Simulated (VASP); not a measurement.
# GeH4 in VASP: settings compared

The runs below take GeH4 through single point, with PBE+D4, r2SCAN+rVV10, r2SCAN, HSE06+D3(BJ).

Program: VASP 6.6.1. These are calculated values, not measurements. Logs are shortened: lines on timing, memory, paths and dates and some standing lists are left out, and cuts for length are marked.

## Step 1: The cell of the first run

The cell holds a molecule in a box, 5 atoms: a = 12.801 Å, b = 13.301 Å, c = 13.801 Å, α = 90.00°, β = 90.00°, γ = 90.00°.

## Step 2: Single point, PBE+D4

Input file INCAR:

```
  ALGO = Normal
  EDIFF = 1E-6
  ENCUT = 410
  GGA = PE
  GGA_COMPAT = False
  ISIF = 2
  ISMEAR = 0
  IVDW = 13
  LASPH = True
  LCHARG = False
  LREAL = False
  LWAVE = False
  NBANDS = 17
  NELM = 120
  NELMDL = -8
  PREC = Accurate
  SIGMA = 0.005
```

Input file KPOINTS:

```
k-points
0
Gamma
  1 1 1
```

Input file POSCAR:

```
GeH4
1.0
   12.8008860920      0.0000000000      0.0000000000
    0.0000000000     13.3008860920      0.0000000000
    0.0000000000      0.0000000000     13.8008860920
Ge H
1 4
Direct
    0.5028834600      0.5048254300      0.5007971300
    0.4043882200      0.4687416400      0.4477781800
    0.4778818700      0.5208524400      0.6084536300
    0.5892351000      0.4254650000      0.4907398800
    0.5399697300      0.6042839600      0.4561361000
```

Potentials or basis: VASP PAW PBE potentials, release 64 (Ge_d, H).

The run is started by

```bash
> cat potpaw_PBE.64/Ge_d/POTCAR potpaw_PBE.64/H/POTCAR > POTCAR
> mpirun -np 1 vasp_gam > vasp.out
```

OUTCAR:

```text
EDIFF = 1E-6
   ENCUT = 410
   GGA = PE
   ISIF = 2
   ISMEAR = 0
   IVDW = 13
   LASPH = True
   LREAL = False
   NELM = 120
   NELMDL = -8
   PREC = Accurate

 ion  position               nearest neighbor table
   1  0.503  0.505  0.501-   5 1.53   3 1.53   4 1.53   2 1.53
   2  0.404  0.469  0.448-   1 1.53
   3  0.478  0.521  0.608-   1 1.53
   4  0.589  0.425  0.491-   1 1.53
   5  0.540  0.604  0.456-   1 1.53

  LATTYP: Found a simple orthorhombic cell.
 ALAT       =    12.8008860920
 B/A-ratio  =     1.0390597960
 C/A-ratio  =     1.0781195921

  Lattice vectors:

 A1 = (  12.8008860920,   0.0000000000,   0.0000000000)
 A2 = (   0.0000000000,  13.3008860920,   0.0000000000)
 A3 = (   0.0000000000,   0.0000000000,  13.8008860920)

Analysis of symmetry for initial positions (statically):
=====================================================================
 Subroutine PRICEL returns:
 Original cell was already a primitive cell.

 Routine SETGRP: Setting up the symmetry group for a
 simple orthorhombic supercell.

 Subroutine GETGRP returns: Found  1 space group operations
 (whereof  1 operations were pure point group operations)
 out of a pool of  8 trial point group operations.

The static configuration has the point symmetry C_1 .

Analysis of symmetry for dynamics (positions and initial velocities):
=====================================================================
 Subroutine PRICEL returns:
 Original cell was already a primitive cell.

 Routine SETGRP: Setting up the symmetry group for a
 simple orthorhombic supercell.

 Subroutine GETGRP returns: Found  1 space group operations
 (whereof  1 operations were pure point group operations)
 out of a pool of  8 trial point group operations.

The dynamic configuration has the point symmetry C_1 .

 Subroutine INISYM returns: Found  1 space group operations
 (whereof  1 operations are pure point group operations),
 and found     1 'primitive' translations

----------------------------------------------------------------------------------------

                                     Primitive cell

  volume of cell :    2349.7820
[... 66 lines left out ...]
   LNONCOLLINEAR =      F non collinear calculations
   LSORBIT =      F    spin-orbit coupling
   LASPH  =      T    aspherical Exc in radial PAW
   ENCUT  =  410.0 eV  30.13 Ry    5.49 a.u.  21.13 21.96 22.79*2*pi/ulx,y,z
   NELM   =    120;   NELMIN=  2; NELMDL= -8     # of ELM steps
   EDIFF  = 0.1E-05   stopping-criterion for ELM
   LREAL  =      F    real-space projection
   EDIFFG = 0.1E-04   stopping-criterion for IOM
   NSW    =      0    number of steps for IOM
   IBRION =     -1    ionic relax: 0-MD 1-quasi-New 2-CG
   NFREE  =      0    steps in history (QN), initial steepest desc. (CG)
   ISIF   =      2    stress and relaxation
   ISYM   =      2    0-nonsym 1-usesym 2-fastsym
   POTIM  = 0.5000    time-step for ionic-motion
   TEBEG  =    0.0;   TEEND  =   0.0 temperature during run
   PSTRESS=    0.0 pullay stress
   NELECT =      18.0000    total number of electrons
   NUPDOWN=      -1.0000    fix difference up-down
   EMIN   =  10.00;   EMAX   =-10.00  energy-range for DOS
   EFERMI =   0.00;   METHOD = LEGACY
   ISMEAR =     0;   SIGMA  =   0.01  broadening in eV -4-tet -1-fermi 0-gaus
   EFERMI_NEDOS =   21; number of points for ismear=-14 and -15
   IALGO  =     38    algorithm
   IMIX   =      4    mixing-type and parameters
     AMIX     =   0.40;   BMIX     =  1.00
     AMIX_MAG =   1.60;   BMIX_MAG =  1.00
  volume/ion in A,a.u.               =     469.96      3171.42
  Fermi-wavevector in a.u.,A,eV,Ry     =   0.322718  0.609849  1.417004  0.104147
  Thomas-Fermi vector in A             =   1.211338
   LORBIT       =      0    0 simple, 1 ext, 2 COOP (PROOUT), +10 PAW based schemes
   GGA     = PE    functional components
   LHFCALC =     F    Hartree Fock is set to
   AEXX    =    0.0000 exact exchange contribution
   IVDW    =    13    specifies the selected vdW correction
   LEPSILON=     F    determine dielectric tensor
   LRPA    =     F    only Hartree local field effects (RPA)
 non-spin polarized calculation
 Gauss-broadening in eV      SIGMA  =   0.01
  energy-cutoff  :      410.00
  volume of cell :     2349.78
 maximum number of plane-waves:     22125
 NGX is ok and might be reduce to    90
   NGX = 43   NGY = 43   NGZ = 45

 number of electron      18.0000006 magnetization

 Free energy of the ion-electron system (eV)
  ---------------------------------------------------
  ext. energy  EPLUGINS =         0.00000000
  ---------------------------------------------------
  free energy    TOTEN  =       -17.51466566 eV

  energy without entropy =      -17.51466566  energy(sigma->0) =      -17.51466566

 E-fermi :  -8.1746     XC(G=0):  -0.4518

 val. band max:       -8.2116115454   @ k =   0.0000   0.0000   0.0000
 cond. band min:      -0.7248097365   @ k =   0.0000   0.0000   0.0000
 fundamental gap:      7.4868018088
 Fermi energy:        -8.1745761049

 k-point     1 :       0.0000    0.0000    0.0000
  band No.  band energies     occupation
      1     -28.4975      2.00000
      2     -28.4974      2.00000
      3     -28.4974      2.00000
      4     -28.4210      2.00000
      5     -28.4208      2.00000
      6     -14.0480      2.00000
[... 9 lines left out ...]
     16       0.6396      0.00000
     17       0.6951      0.00000

------------------------ aborting loop because EDIFF is reached ----------------------------------------

  DFT-D4 for vdW energy calculation

  Edisp (eV):   -0.04319

  FORCE on cell =-STRESS in cart. coord.  units (eV):
  Direction    XX          YY          ZZ          XY          YZ          ZX
  --------------------------------------------------------------------------------------
  -------------------------------------------------------------------------------------
  Total      -0.28883    -0.28924    -0.29491     0.00276     0.00131    -0.00171
  in kB      -0.19694    -0.19722    -0.20108     0.00188     0.00090    -0.00116
  external pressure =       -0.20 kB  Pullay stress =        0.00 kB

 VOLUME and BASIS-vectors are now :
 -----------------------------------------------------------------------------
  energy-cutoff  :      410.00
  volume of cell :     2349.78
      direct lattice vectors                 reciprocal lattice vectors
    12.800886092  0.000000000  0.000000000     0.078119592  0.000000000  0.000000000
     0.000000000 13.300886092  0.000000000     0.000000000  0.075182961  0.000000000
     0.000000000  0.000000000 13.800886092     0.000000000  0.000000000  0.072459116

 POSITION                                       TOTAL-FORCE (eV/Angst)
 -----------------------------------------------------------------------------------
      6.43735      6.71463      6.91144        -0.001669      0.001219     -0.001522
      5.17653      6.23468      6.17974         0.019335      0.005459      0.012735
      6.11731      6.92780      8.39720         0.004348     -0.003167     -0.023129
      7.54273      5.65906      6.77265        -0.016909      0.016549      0.001355
      6.91209      8.03751      6.29508        -0.005105     -0.020059      0.010561
 -----------------------------------------------------------------------------------
    total drift:                                0.000022      0.000752      0.001083

  FREE ENERGIE OF THE ION-ELECTRON SYSTEM (eV)
  ---------------------------------------------------
  free  energy   TOTEN  =       -17.5578569713 eV

  energy  without entropy=      -17.5578569713  energy(sigma->0) =      -17.55785697
```

stdout:

```text
POSCAR found type information on POSCAR GeH
 POSCAR found :  2 types and       5 ions
 scaLAPACK will be used
 LDA part: xc-table for (Slater+PW92), standard interpolation
 POSCAR, INCAR and KPOINTS ok, starting setup
 FFT: planning ... GRIDC
 FFT: planning ... GRID_SOFT
 FFT: planning ... GRID
 WAVECAR not read
 entering main loop
```

Wall time 2.6 min (1 thread of AMD EPYC 7R13 (Zen 3), shared host); peak memory 1.2 GiB.

Results:

* Free energy: -17.5579 eV
* Largest force: 0.024 eV/Å
* Gap between the frontier levels: 7.49 eV
* Dispersion energy per atom: -0.009 eV

Forces in eV/Å, atoms in the order of the input:
```
Ge  -0.002  0.001 -0.002
H    0.019  0.005  0.013
H    0.004 -0.003 -0.023
H   -0.017  0.017  0.001
H   -0.005 -0.020  0.011
```

Levels at points of the mesh, in eV from the valence-band top:
```csv
k point,band 5,band 6,band 7,band 8,band 9,band 10,band 11,band 12,band 13,band 14
"(0.00, 0.00, 0.00)",-20.21,-5.84,0.00,0.00,0.00,7.49,8.43,8.45,8.48,8.54
```

## Step 3: Single point, r2SCAN+rVV10

POSCAR is that of step 2.

Input file INCAR.step1:

```
  PREC = Accurate
  ENCUT = 450
  ISMEAR = 0
  SIGMA = 0.005
  LREAL = F
  LASPH = T
  NELM = 120
  NBANDS = 17
  GGA = PE
  ALGO = Normal
  EDIFF = 1E-5
  LWAVE = T
  LCHARG = F
  GGA_COMPAT = F
  NELMDL = -8
```

Input file INCAR.step2:

```
  PREC = Accurate
  ENCUT = 450
  EDIFF = 1E-6
  ISMEAR = 0
  SIGMA = 0.005
  LREAL = F
  LASPH = T
  NELM = 120
  ALGO = Normal
  ISIF = 2
  LWAVE = F
  LCHARG = F
  METAGGA = R2SCAN
  LMIXTAU = T
  LUSE_VDW = T
  IVDW_NL = 2
  BPARAM = 11.95
  CPARAM = 0.0093
  NBANDS = 17
  ISTART = 1
  GGA_COMPAT = F
```

Input file KPOINTS:

```
regular mesh
0
Gamma
  1 1 1
```

Potentials or basis: VASP PAW PBE potentials, release 64 (Ge_d, H).

The run is started by

```bash
> cat potpaw_PBE.64/Ge_d/POTCAR potpaw_PBE.64/H/POTCAR > POTCAR
> cp INCAR.step1 INCAR
> mpirun -np 1 vasp_gam > vasp.out
> cp INCAR.step2 INCAR
> mpirun -np 1 vasp_gam > vasp.out
```

Run time: 27 min. Hardware: 1 thread of AMD EPYC 7R13 (Zen 3), shared host; peak memory 4.3 GiB.

The run converged. Its results:

```yaml
Free_energy: -26.3450 eV
Largest_force: 0.228 eV/Å
Gap_between_the_frontier_levels: 8.33 eV
```

Forces on the atoms (eV/Å):
```
Ge  -0.004 -0.002  0.007
H    0.186  0.069  0.107
H    0.047 -0.030 -0.221
H   -0.162  0.157  0.017
H   -0.067 -0.194  0.090
```

Levels at points of the mesh, in eV from the valence-band top:
```tsv
k point	band 5	band 6	band 7	band 8	band 9	band 10	band 11	band 12	band 13	band 14
(0.00, 0.00, 0.00)	-20.70	-6.03	0.00	0.00	0.00	8.33	9.03	9.19	9.24	9.28
```

Caveat: the PAW data sets were made with another functional, which shifts forces and pressure a little.

## Step 4: Single point, r2SCAN

POSCAR is that of step 3.

Input file INCAR.step1:

```
ALGO = Normal
EDIFF = 1E-5
ENCUT = 450
GGA = PE
GGA_COMPAT = False
ISMEAR = 0
LASPH = True
LCHARG = False
LREAL = False
LWAVE = True
NBANDS = 17
NELM = 120
NELMDL = -8
PREC = Accurate
SIGMA = 0.005
```

Input file INCAR.step2:

```
ALGO = Normal
EDIFF = 1E-6
ENCUT = 450
GGA_COMPAT = False
ISIF = 2
ISMEAR = 0
ISTART = 1
LASPH = True
LCHARG = True
LELF = True
LMIXTAU = True
LREAL = False
LVHAR = True
LWAVE = False
METAGGA = R2SCAN
NBANDS = 17
NELM = 120
PREC = Accurate
SIGMA = 0.005
```

Input file KPOINTS:

```
k-points
0
Gamma
  1 1 1
```

Potentials or basis: VASP PAW PBE potentials, release 64 (Ge_d, H).

The run is started by

```bash
> cat potpaw_PBE.64/Ge_d/POTCAR potpaw_PBE.64/H/POTCAR > POTCAR
> cp INCAR.step1 INCAR
> mpirun -np 1 vasp_gam > vasp.out
> cp INCAR.step2 INCAR
> mpirun -np 1 vasp_gam > vasp.out
```

OUTCAR:

```text
EDIFF = 1E-6
   ENCUT = 450
   ISIF = 2
   ISMEAR = 0
   ISTART = 1
   LASPH = True
   LREAL = False
   METAGGA = R2SCAN
   NELM = 120
   PREC = Accurate

 ion  position               nearest neighbor table
   1  0.503  0.505  0.501-   5 1.53   3 1.53   4 1.53   2 1.53
   2  0.404  0.469  0.448-   1 1.53
   3  0.478  0.521  0.608-   1 1.53
   4  0.589  0.425  0.491-   1 1.53
   5  0.540  0.604  0.456-   1 1.53

  LATTYP: Found a simple orthorhombic cell.
 ALAT       =    12.8008860920
 B/A-ratio  =     1.0390597960
 C/A-ratio  =     1.0781195921

  Lattice vectors:

 A1 = (  12.8008860920,   0.0000000000,   0.0000000000)
 A2 = (   0.0000000000,  13.3008860920,   0.0000000000)
 A3 = (   0.0000000000,   0.0000000000,  13.8008860920)

Analysis of symmetry for initial positions (statically):
=====================================================================
 Subroutine PRICEL returns:
[... 150 lines left out ...]
  free energy    TOTEN  =       -27.09977342 eV

  energy without entropy =      -27.09977342  energy(sigma->0) =      -27.09977342

 E-fermi :  -8.4673     XC(G=0):  -0.2970

 val. band max:       -8.5528184319   @ k =   0.0000   0.0000   0.0000
 cond. band min:      -0.2253256713   @ k =   0.0000   0.0000   0.0000
 fundamental gap:      8.3274927607
 Fermi energy:        -8.4672593224

 k-point     1 :       0.0000    0.0000    0.0000
  band No.  band energies     occupation
      1     -29.3418      2.00000
      2     -29.3417      2.00000
      3     -29.3417      2.00000
      4     -29.2548      2.00000
      5     -29.2545      2.00000
      6     -14.5797      2.00000
[... 9 lines left out ...]
     16       0.9329      0.00000
     17       1.0028      0.00000

------------------------ aborting loop because EDIFF is reached ----------------------------------------

  FORCE on cell =-STRESS in cart. coord.  units (eV):
  Direction    XX          YY          ZZ          XY          YZ          ZX
  --------------------------------------------------------------------------------------
  -------------------------------------------------------------------------------------
  Total       -0.6216390     -0.6221380     -0.6154163      0.0029179     -0.0008135     -0.0019129
  in kB       -0.4238588     -0.4241991     -0.4196160      0.0019896     -0.0005547     -0.0013043
  external PRESSURE =      -0.4225580 kB  Pullay stress =       0.0000000 kB

 VOLUME and BASIS-vectors are now :
 -----------------------------------------------------------------------------
  energy-cutoff  :      450.00
  volume of cell :     2349.78
      direct lattice vectors                 reciprocal lattice vectors
    12.800886092  0.000000000  0.000000000     0.078119592  0.000000000  0.000000000
     0.000000000 13.300886092  0.000000000     0.000000000  0.075182961  0.000000000
     0.000000000  0.000000000 13.800886092     0.000000000  0.000000000  0.072459116

 POSITION                                       TOTAL-FORCE (eV/Angst)
 -----------------------------------------------------------------------------------
      6.43735      6.71463      6.91144        -0.004090     -0.001771      0.006625
      5.17653      6.23468      6.17974         0.186566      0.069573      0.107017
      6.11731      6.92780      8.39720         0.047253     -0.030490     -0.221195
      7.54273      5.65906      6.77265        -0.162293      0.156735      0.017523
      6.91209      8.03751      6.29508        -0.067436     -0.194048      0.090029
 -----------------------------------------------------------------------------------
    total drift:                               -0.002798     -0.003370      0.011852

  FREE ENERGIE OF THE ION-ELECTRON SYSTEM (eV)
  ---------------------------------------------------
  free  energy   TOTEN  =       -27.0997734156 eV

  energy  without entropy=      -27.0997734156  energy(sigma->0) =      -27.09977342
```

OUTCAR.step1:

```text
EDIFF = 1E-5
   ENCUT = 450
   GGA = PE
   ISMEAR = 0
[... 230 lines left out ...]
      5.17653      6.23468      6.17974         0.021715      0.006356      0.013591
      6.11731      6.92780      8.39720         0.005190     -0.003676     -0.026247
      7.54273      5.65906      6.77265        -0.018968      0.018588      0.001146
      6.91209      8.03751      6.29508        -0.006099     -0.022603      0.011262
 -----------------------------------------------------------------------------------
    total drift:                               -0.000256      0.000942      0.003202

  FREE ENERGIE OF THE ION-ELECTRON SYSTEM (eV)
  ---------------------------------------------------
  free  energy   TOTEN  =       -17.5196829540 eV

  energy  without entropy=      -17.5196829540  energy(sigma->0) =      -17.51968295
```

It took 9.3 min on 1 thread of AMD EPYC 7R13 (Zen 3), shared host; peak memory 1.6 GiB.

What came out:

| Property | Result |
| --- | --- |
| Free energy | -27.0998 eV |
| Largest force | 0.228 eV/Å |
| Gap between the frontier levels | 8.33 eV |

Forces in eV/Å, atoms in the order of the input:
```
Ge  -0.004 -0.002  0.007
H    0.187  0.070  0.107
H    0.047 -0.030 -0.221
H   -0.162  0.157  0.018
H   -0.067 -0.194  0.090
```

Levels at points of the mesh, in eV from the valence-band top:
```
           k point  band 5  band 6  band 7  band 8  band 9  band 10  band 11  band 12  band 13  band 14
(0.00, 0.00, 0.00)  -20.70   -6.03    0.00    0.00    0.00     8.33     9.02     9.19     9.24     9.29
```

Caveat: the PAW data sets were made with another functional, which shifts forces and pressure a little.

## Step 5: Single point, HSE06+D3(BJ)

POSCAR is that of step 4.

Input file INCAR.step1:

```
SYSTEM = GeH4
  PREC = Accurate
  ENCUT = 410
  EDIFF = 1E-5
  ISMEAR = 0
  SIGMA = 0.005
  LREAL = .FALSE.
  LASPH = .TRUE.
  NELM = 120
  ALGO = Normal
  ISIF = 2
  LWAVE = .TRUE.
  LCHARG = .FALSE.
  GGA = PE
  NBANDS = 17
  GGA_COMPAT = .FALSE.
  NELMDL = -8
```

Input file INCAR.step2:

```
SYSTEM = GeH4
  PREC = Accurate
  ENCUT = 410
  EDIFF = 1E-6
  ISMEAR = 0
  SIGMA = 0.005
  LREAL = .FALSE.
  LASPH = .TRUE.
  NELM = 120
  ALGO = Normal
  ISIF = 2
  LWAVE = .FALSE.
  LCHARG = .FALSE.
  GGA = PE
  LHFCALC = .TRUE.
  HFSCREEN = 0.2079
  PRECFOCK = Normal
  IVDW = 12
  VDW_S6 = 1.0
  VDW_S8 = 2.31
  VDW_A1 = 0.383
  VDW_A2 = 5.685
  ISTART = 1
  NBANDS = 17
  GGA_COMPAT = .FALSE.
```

Input file KPOINTS:

```
regular mesh
0
G
  1 1 1
  0 0 0
```

The run is started by

```bash
> cat potpaw_PBE.64/Ge_d/POTCAR potpaw_PBE.64/H/POTCAR > POTCAR
> cp INCAR.step1 INCAR
> mpirun -np 1 vasp_gam > vasp.out
> cp INCAR.step2 INCAR
> mpirun -np 1 vasp_gam > vasp.out
```

Wall time 4.1 min (1 thread of AMD EPYC 7R13 (Zen 3), shared host); peak memory 1.3 GiB.

It converged, with:

- Free energy: -20.5493 eV
- Largest force: 0.190 eV/Å
- Gap between the frontier levels: 8.58 eV
- Dispersion energy per atom: -0.006 eV

Forces in eV/Å, atoms in the order of the input:
```
Ge  -0.002  0.001 -0.001
H    0.156  0.057  0.092
H    0.039 -0.026 -0.184
H   -0.137  0.131  0.016
H   -0.056 -0.163  0.077
```

Levels at points of the mesh, in eV from the valence-band top:
```csv
k point,band 6,band 7,band 8,band 9,band 10,band 11,band 12,band 13
"(0.00, 0.00, 0.00)",-6.30,0.00,0.00,0.00,8.58,9.44,9.50,9.55
```

Caveat: the PAW data sets were made with another functional, which shifts forces and pressure a little.

## Step 6: Summary

| level | cutoff (eV) | grid for exact exchange (PRECFOCK) | share of exact exchange | screening parameter | gap on the mesh (eV) | largest force (eV/Å) |
| --- | --- | --- | --- | --- | --- | --- |
| PBE+D4 | 410 | - | - | - | 7.49 | 0.02 |
| r2SCAN+rVV10 | 450 | - | - | - | 8.33 | 0.23 |
| r2SCAN | 450 | - | - | - | 8.33 | 0.23 |
| HSE06+D3(BJ) | 410 | Normal | 0.25 | 0.2079 1/Å | 8.58 | 0.19 |

Alike in all rows: task single point; potentials or basis VASP PAW PBE potentials, release 64 (Ge_d, H); no spin polarisation; cell as given; k mesh 1 × 1 × 1; smearing gaussian 0.005 eV.

On the cell as given the gap runs from 7.49 eV (PBE+D4) to 8.58 eV (HSE06+D3(BJ)).

Caveats: the PAW data sets were made with another functional, which shifts forces and pressure a little (at least some runs).

Total energies depend on the potentials used, so only differences within one code and one set of settings carry meaning.
